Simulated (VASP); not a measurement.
# Lu (P6_3/mmc) in VASP: relaxation of cell and atoms with r2SCAN

Aim: the relaxation of cell and atoms of Lu with r2SCAN.

Everything below comes from runs of VASP 6.6.1. Logs are shortened: lines on timing, memory, paths and dates and some standing lists are left out, and cuts for length are marked.

### 1 The cell of the first run

Symmetry: P6_3/mmc, No. 194, hexagonal system. The conventional cell has a = 3.470 Å, b = 3.470 Å, c = 5.667 Å, α = 90.00°, β = 90.00°, γ = 120.00°. Lu (site symmetry -6m2) has 12 Lu at 3.47 Å within 4.6 Å.

### 2 Relaxation of cell and atoms, r2SCAN

POSCAR

```
Lu
1.0
    3.4700000000      0.0000000000      0.0000000000
   -1.7350000000      3.0051081511      0.0000000000
    0.0000000000      0.0000000000      5.6665100000
Lu
2
Direct
    0.3333333333      0.6666666667      0.2500000000
    0.6666666667      0.3333333333      0.7500000000
```

INCAR.step1

```
SYSTEM = Lu
PREC = Accurate
ENCUT = 600
ISMEAR = 1
SIGMA = 0.1
LREAL = .FALSE.
LASPH = .TRUE.
NELM = 100
GGA = PE
ALGO = Normal
EDIFF = 1E-4
LWAVE = .TRUE.
LCHARG = .FALSE.
```

INCAR.step2

```
SYSTEM = Lu
PREC = Accurate
ENCUT = 600
EDIFF = 1E-6
ISMEAR = 1
SIGMA = 0.1
LREAL = .FALSE.
LASPH = .TRUE.
NELM = 100
ALGO = Normal
ISIF = 3
LWAVE = .FALSE.
LCHARG = .FALSE.
METAGGA = R2SCAN
LMIXTAU = .TRUE.
IBRION = 2
NSW = 80
EDIFFG = -0.03
ISTART = 1
```

KPOINTS

```
regular mesh
0
G
  7 7 4
  0 0 0
```

Potentials or basis: VASP PAW PBE potentials, release 64 (Lu).

Command:

```bash
cat potpaw_PBE.64/Lu/POTCAR > POTCAR
cp INCAR.step1 INCAR
mpirun -np 1 vasp_std > vasp.out
cp INCAR.step2 INCAR
mpirun -np 1 vasp_std > vasp.out
```

OUTCAR:

```text
SYSTEM = Lu
   PREC = Accurate
   ENCUT = 600
   EDIFF = 1E-6
   ISMEAR = 1
   LREAL = .FALSE.
   LASPH = .TRUE.
   NELM = 100
   ISIF = 3
   METAGGA = R2SCAN
   IBRION = 2
   NSW = 80
   EDIFFG = -0.03
   ISTART = 1

 ion  position               nearest neighbor table
   1  0.333  0.667  0.250-   2 3.47   2 3.47   2 3.47   2 3.47   2 3.47   2 3.47
   2  0.667  0.333  0.750-   1 3.47   1 3.47   1 3.47   1 3.47   1 3.47   1 3.47

  LATTYP: Found a hexagonal cell.
 ALAT       =     3.4700000000
 C/A-ratio  =     1.6330000000

  Lattice vectors:

 A1 = (   3.4700000000,   0.0000000000,   0.0000000000)
 A2 = (  -1.7350000000,   3.0051081511,   0.0000000000)
 A3 = (   0.0000000000,   0.0000000000,   5.6665100000)

Analysis of symmetry for initial positions (statically):
=====================================================================
 Subroutine PRICEL returns:
 Original cell was already a primitive cell.

 Routine SETGRP: Setting up the symmetry group for a
 hexagonal supercell.

 Subroutine GETGRP returns: Found 24 space group operations
 (whereof 12 operations were pure point group operations)
 out of a pool of 24 trial point group operations.

The static configuration has the point symmetry D_3d.
 The point group associated with its full space group is D_6h.

Analysis of symmetry for dynamics (positions and initial velocities):
=====================================================================
 Subroutine PRICEL returns:
 Original cell was already a primitive cell.

 Routine SETGRP: Setting up the symmetry group for a
 hexagonal supercell.

 Subroutine GETGRP returns: Found 24 space group operations
 (whereof 12 operations were pure point group operations)
 out of a pool of 24 trial point group operations.

The dynamic configuration has the point symmetry D_3d.
 The point group associated with its full space group is D_6h.

 Subroutine INISYM returns: Found 24 space group operations
 (whereof 12 operations are pure point group operations),
 and found     1 'primitive' translations

----------------------------------------------------------------------------------------

                                     Primitive cell

  volume of cell :      59.0888

  direct lattice vectors                    reciprocal lattice vectors
     3.470000000  0.000000000  0.000000000     0.288184438  0.166383363  0.000000000
    -1.735000000  3.005108151  0.000000000     0.000000000  0.332766726  0.000000000
     0.000000000  0.000000000  5.666510000     0.000000000  0.000000000  0.176475467

  length of vectors
     3.470000000  3.470000000  5.666510000     0.332766726  0.332766726  0.176475467

  position of ions in fractional coordinates (direct lattice)
     0.333333333  0.666666667  0.250000000
     0.666666667  0.333333333  0.750000000

  ion indices of the primitive-cell ions
   primitive index   ion index
                 1           1
                 2           2

----------------------------------------------------------------------------------------

 KPOINTS: regular mesh

Automatic generation of k-mesh.
 Grid dimensions read from file:
 generate k-points for:    7    7    4

 Generating k-lattice:

  Cartesian coordinates                     Fractional coordinates (reciprocal lattice)
     0.041169205  0.023769052  0.000000000     0.142857143 -0.000000000  0.000000000
     0.000000000  0.047538104  0.000000000     0.000000000  0.142857143  0.000000000
     0.000000000  0.000000000  0.044118867     0.000000000  0.000000000  0.250000000

  Length of vectors
     0.047538104  0.047538104  0.044118867

  Shift w.r.t. Gamma in fractional coordinates (k-lattice)
     0.000000000  0.000000000  0.000000000

 Subroutine IBZKPT returns following result:
 ===========================================

 Found     24 irreducible k-points:

 Following reciprocal coordinates:
            Coordinates               Weight
  0.000000  0.000000  0.000000      1.000000
  0.142857  0.000000  0.000000      6.000000
  0.285714 -0.000000  0.000000      6.000000
  0.428571  0.000000  0.000000      6.000000
  0.142857  0.142857  0.000000      6.000000
  0.285714  0.142857  0.000000     12.000000
[... 16 lines left out ...]
  0.428571  0.142857  0.500000      6.000000
  0.285714  0.285714  0.500000      6.000000
   k-points           NKPTS =     24   k-points in BZ     NKDIM =     24   number of bands    NBANDS=     30
   number of dos      NEDOS =    301   number of ions     NIONS =      2
   total plane-waves  NPLWV =  37632
   dimension x,y,z NGX =    28 NGY =   28 NGZ =   48
   dimension x,y,z NGXF=    56 NGYF=   56 NGZF=   96
   ions per type =               2
   NGX,Y,Z   is equivalent  to a cutoff of  13.41, 13.41, 14.08 a.u.
   NGXF,Y,Z  is equivalent  to a cutoff of  26.83, 26.83, 28.16 a.u.
 SYSTEM =  Lu
   PREC   = accura    normal or accurate (medium, high low for compatibility)
   ISTART =      1    job   : 0-new  1-cont  2-samecut
   ICHARG =      0    charge: 1-file 2-atom 10-const
   ISPIN  =      1    spin polarized calculation?
   LNONCOLLINEAR =      F non collinear calculations
   LSORBIT =      F    spin-orbit coupling
   LASPH  =      T    aspherical Exc in radial PAW
   ENCUT  =  600.0 eV  44.10 Ry    6.64 a.u.   6.93  6.93 11.32*2*pi/ulx,y,z
   NELM   =    100;   NELMIN=  2; NELMDL=  0     # of ELM steps
   EDIFF  = 0.1E-05   stopping-criterion for ELM
   LREAL  =      F    real-space projection
   EDIFFG = -.3E-01   stopping-criterion for IOM
   NSW    =     80    number of steps for IOM
   IBRION =      2    ionic relax: 0-MD 1-quasi-New 2-CG
   NFREE  =      1    steps in history (QN), initial steepest desc. (CG)
   ISIF   =      3    stress and relaxation
   ISYM   =      2    0-nonsym 1-usesym 2-fastsym
   POTIM  = 0.5000    time-step for ionic-motion
   TEBEG  =    0.0;   TEEND  =   0.0 temperature during run
   PSTRESS=    0.0 pullay stress
   NELECT =      50.0000    total number of electrons
   NUPDOWN=      -1.0000    fix difference up-down
   EMIN   =  10.00;   EMAX   =-10.00  energy-range for DOS
   EFERMI =   0.00;   METHOD = LEGACY
   ISMEAR =     1;   SIGMA  =   0.10  broadening in eV -4-tet -1-fermi 0-gaus
   EFERMI_NEDOS =   21; number of points for ismear=-14 and -15
   IALGO  =     38    algorithm
   IMIX   =      4    mixing-type and parameters
     AMIX     =   0.40;   BMIX     =  1.00
     AMIX_MAG =   1.60;   BMIX_MAG =  1.00
  volume/ion in A,a.u.               =      29.54       199.38
  Fermi-wavevector in a.u.,A,eV,Ry     =   1.548447  2.926141 32.622538  2.397689
  Thomas-Fermi vector in A             =   2.653396
   LORBIT       =      0    0 simple, 1 ext, 2 COOP (PROOUT), +10 PAW based schemes
   METAGGA = R2SCAN    functional components
   LHFCALC =     F    Hartree Fock is set to
   AEXX    =    0.0000 exact exchange contribution
   IVDW    =     0    specifies the selected vdW correction
   LEPSILON=     F    determine dielectric tensor
   LRPA    =     F    only Hartree local field effects (RPA)
 conjugate gradient relaxation of ions
 non-spin polarized calculation
 Methfessel and Paxton  Order N= 1 SIGMA  =   0.10
  energy-cutoff  :      600.00
  volume of cell :       59.09
 maximum number of plane-waves:      1992
 NGX is ok and might be reduce to    28
   NGX = 13   NGY = 13   NGZ = 23

--------------------------------------- Ionic step        1  -------------------------------------------

 number of electron      49.9999998 magnetization

 Free energy of the ion-electron system (eV)
  ---------------------------------------------------
  ext. energy  EPLUGINS =         0.00000000
  ---------------------------------------------------
  free energy    TOTEN  =       -76.10169361 eV

  energy without entropy =      -76.10477241  energy(sigma->0) =      -76.10271988

------------------------ aborting loop because EDIFF is reached ----------------------------------------

  FORCE on cell =-STRESS in cart. coord.  units (eV):
  Direction    XX          YY          ZZ          XY          YZ          ZX
  --------------------------------------------------------------------------------------
  -------------------------------------------------------------------------------------
  Total        0.2444292      0.2444292     -1.0455566      0.0000000      0.0000000      0.0000000
  in kB        6.6276319      6.6276319    -28.3499889      0.0000000      0.0000000      0.0000000
  external PRESSURE =      -5.0315750 kB  Pullay stress =       0.0000000 kB

 VOLUME and BASIS-vectors are now :
 -----------------------------------------------------------------------------
  energy-cutoff  :      600.00
  volume of cell :       59.09
      direct lattice vectors                 reciprocal lattice vectors
     3.470000000  0.000000000  0.000000000     0.288184438  0.166383363  0.000000000
    -1.735000000  3.005108151  0.000000000     0.000000000  0.332766726  0.000000000
     0.000000000  0.000000000  5.666510000     0.000000000  0.000000000  0.176475467

 POSITION                                       TOTAL-FORCE (eV/Angst)
 -----------------------------------------------------------------------------------
     -0.00000      2.00341      1.41663         0.000000      0.000000     -0.000000
      1.73500      1.00170      4.24988        -0.000000     -0.000000      0.000000
 -----------------------------------------------------------------------------------
    total drift:                               -0.000000      0.000000     -0.000000

  FREE ENERGIE OF THE ION-ELECTRON SYSTEM (eV)
  ---------------------------------------------------
  free  energy   TOTEN  =       -76.1016936085 eV
[... 53 lines left out ...]
 VOLUME and BASIS-vectors are now :
 -----------------------------------------------------------------------------
  energy-cutoff  :      600.00
  volume of cell :       57.83
      direct lattice vectors                 reciprocal lattice vectors
     3.501475395  0.000000000  0.000000000     0.285593896  0.164887713  0.000000000
    -1.750737697  3.032366642  0.000000000     0.000000000  0.329775426  0.000000000
    -0.000000000  0.000000000  5.446647135    -0.000000000 -0.000000000  0.183599190

 POSITION                                       TOTAL-FORCE (eV/Angst)
 -----------------------------------------------------------------------------------
     -0.00000      2.02158      1.36166         0.000000      0.000000      0.000000
      1.75074      1.01079      4.08499        -0.000000      0.000000     -0.000000
 -----------------------------------------------------------------------------------
    total drift:                               -0.000000      0.000000     -0.000000

  FREE ENERGIE OF THE ION-ELECTRON SYSTEM (eV)
  ---------------------------------------------------
  free  energy   TOTEN  =       -76.1278636108 eV

  energy  without entropy=      -76.1272038335  energy(sigma->0) =      -76.12764369

--------------------------------------- Ionic step        4  -------------------------------------------

 number of electron      50.0000006 magnetization

 Free energy of the ion-electron system (eV)
  ---------------------------------------------------
  ext. energy  EPLUGINS =         0.00000000
  ---------------------------------------------------
  free energy    TOTEN  =       -76.12791321 eV

  energy without entropy =      -76.12736085  energy(sigma->0) =      -76.12772909

 E-fermi :   2.1663     XC(G=0): -11.6324

 val. band max:        2.1211398494   @ k =   0.1429   0.1429   0.2500
 cond. band min:       2.2068883824   @ k =   0.2857   0.2857   0.5000
 fundamental gap:      0.0857485330
 Fermi energy:         2.1663128099

 k-point     1 :       0.0000    0.0000    0.0000
  band No.  band energies     occupation
      1     -55.6708      2.00000
      2     -55.6306      2.00000
      3     -25.9759      2.00000
      4     -25.5260      2.00000
      5     -25.5260      2.00000
      6     -25.4381      2.00000
[... 22 lines left out ...]
     29       5.4360      0.00000
     30       5.4362      0.00000
[... 770 lines left out ...]
 VOLUME and BASIS-vectors are now :
 -----------------------------------------------------------------------------
  energy-cutoff  :      600.00
  volume of cell :       57.86
      direct lattice vectors                 reciprocal lattice vectors
     3.500685810  0.000000000  0.000000000     0.285658312  0.164924903  0.000000000
    -1.750342905  3.031682842  0.000000000     0.000000000  0.329849807  0.000000000
    -0.000000000  0.000000000  5.452162562    -0.000000000 -0.000000000  0.183413460

 POSITION                                       TOTAL-FORCE (eV/Angst)
 -----------------------------------------------------------------------------------
     -0.00000      2.02112      1.36304        -0.000000     -0.000000      0.000000
      1.75034      1.01056      4.08912         0.000000      0.000000     -0.000000
 -----------------------------------------------------------------------------------
    total drift:                               -0.000000      0.000000     -0.000000

  FREE ENERGIE OF THE ION-ELECTRON SYSTEM (eV)
  ---------------------------------------------------
  free  energy   TOTEN  =       -76.1279132090 eV

  energy  without entropy=      -76.1273608452  energy(sigma->0) =      -76.12772909

 reached required accuracy - stopping structural energy minimisation
```

Wall time 11 min (1 thread of Intel Xeon Platinum 8259CL at 2.50GHz (Skylake/Cascade Lake), shared host); peak memory 0.23 GiB.

What came out:

```yaml
Free_energy: -76.1279 eV
Relaxed_volume: 28.93 Å³/atom
Relaxed_cell: a = 3.501 Å, b = 3.501 Å, c = 5.452 Å, α = 90.00°, β = 90.00°, γ = 120.00°
Space_group_after_relaxing_to_0.1_Å: P6_3/mmc (No. 194)
Energy_gained_by_relaxing: 13.1 meV/atom
Ionic_steps: 4
Pressure_after_relaxing: 0.1 GPa
Band_gap_on_the_k_mesh: zero (bands 25 and 26 overlap by 2.00 eV)
```

Stress tensor (GPa, compression positive):
```
0.15 0.00 0.00
0.00 0.15 0.00
0.00 0.00 0.03
```

Step by step:
| step | energy change (eV) | largest force (eV/Å) | pressure (GPa) | volume (Å³) |
| --- | --- | --- | --- | --- |
| 1 | 0.0000 | 0.0000 | -0.50 | 59.09 |
| 2 | -0.0230 | 0.0000 | -0.18 | 58.28 |
| 3 | -0.0262 | 0.0000 | 0.22 | 57.83 |
| 4 | -0.0262 | 0.0000 | 0.11 | 57.86 |

Final structure:
```
CELL_PARAMETERS angstrom
3.50069 0.00000 0.00000
-1.75034 3.03168 0.00000
0.00000 0.00000 5.45216
ATOMIC_POSITIONS crystal
Lu 0.33333 0.66667 0.25000
Lu 0.66667 0.33333 0.75000
```

Caveat: the PAW data sets were made with another functional, which shifts forces and pressure a little; spin-orbit coupling is left out, which moves the levels of the heavy elements.
